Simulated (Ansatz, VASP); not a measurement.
One calculation of Te, two programs

```
CELL_PARAMETERS angstrom
5.09340 0.00000 0.00000
-2.54670 4.41101 0.00000
0.00000 0.00000 5.72914
ATOMIC_POSITIONS crystal
Te 0.33333 0.66667 0.00000
Te 0.66667 0.33333 0.00000
```

Alike in both runs: functional PBE; k mesh 6 × 6 × 2; occupations gaussian, width 0.1 eV; no spin polarisation.

Ansatz relaxed the structure, and its values are those at the end. VASP's run is a single point on that final structure, the one shown.

|  | VASP | Ansatz |
| --- | --- | --- |
| version | VASP 6.6.1 | Ansatz 0.2.0 |
| potentials or method | VASP PAW PBE potentials, release 64 (Te), cutoff 500 eV | scalar-relativistic, plane waves, PAW |
| valence electrons in the cell | 12 | 32 |

|  | VASP | Ansatz | Ansatz less VASP |
| --- | --- | --- | --- |
| gap on the k mesh at the Fermi level (eV) | none | none | - |
| pressure (GPa) | 0.1 | 0.1 | +0.02 |

A gap of «none» marks a metal or a gap that the smearing closes. VASP's potentials hold 12 valence electrons a cell and Ansatz's 32, so a difference there can come from the potentials and not from the codes.

The k mesh is coarse, so the values compare programs but aren't converged. Spin-orbit coupling is off throughout.
